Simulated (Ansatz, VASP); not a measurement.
# Two plane-wave programs on H6C2O

```
C O H
1.0
     7.29363    0.00000    0.00000
     0.00000    7.29363    0.00000
     0.00000    0.00000    7.29363
C O H
8 4 24
Direct
  0.53027 0.71820 0.10067
  0.36746 0.59178 0.07603
  0.83622 0.64765 0.51475
  0.95597 0.80752 0.57284
  0.47913 0.14939 0.52846
  0.45483 0.13290 0.73445
  0.96894 0.35302 0.92701
  0.94898 0.22227 0.08659
  0.41294 0.41266 0.14665
  0.96199 0.94538 0.42834
  0.55106 0.27947 0.82005
  0.12849 0.15914 0.14240
  0.30021 0.33752 0.15315
  0.24636 0.64809 0.14896
  0.33249 0.58106 0.92822
  0.50550 0.84911 0.02925
  0.55592 0.74853 0.24631
  0.65531 0.65562 0.04255
  0.94128 0.06304 0.48647
  0.90153 0.87093 0.69918
  0.09717 0.76130 0.60176
  0.83953 0.53898 0.61919
  0.69286 0.69046 0.49791
  0.88326 0.58882 0.38369
  0.50389 0.30202 0.94472
  0.30813 0.13635 0.77214
  0.50925 0.99893 0.78165
  0.41073 0.03575 0.45662
  0.42397 0.27974 0.47716
  0.62526 0.14515 0.49178
  0.11028 0.06316 0.23467
  0.87998 0.29224 0.20284
  0.86316 0.10408 0.04768
  0.83147 0.39625 0.88189
  0.04977 0.47446 0.96488
  0.03630 0.28509 0.80924
```

Alike in both runs: functional PBE; dispersion D3(BJ); k mesh 1 × 1 × 1; occupations fermi-dirac, width 0.02 eV; no spin polarisation.

Ansatz relaxed the structure, and its values are those at the end. VASP's run is a single point on that final structure, the one shown.

|  | VASP | Ansatz |
| --- | --- | --- |
| version | VASP 6.6.1 | Ansatz 0.2.0 |
| potentials or method | VASP PAW PBE potentials, release 64 (C_h, O_h, H_h), cutoff 1000 eV | scalar-relativistic, plane waves, PAW |
| valence electrons in the cell | 80 | 80 |

|  | VASP | Ansatz | Ansatz less VASP |
| --- | --- | --- | --- |
| gap on the k mesh at the Fermi level (eV) | 4.48 | 4.48 | -0.004 |
| rms of the force components (eV/Å) | 0.073 | 0.076 | +0.0030 |

Ansatz's warnings: xc potential rough in thin density.
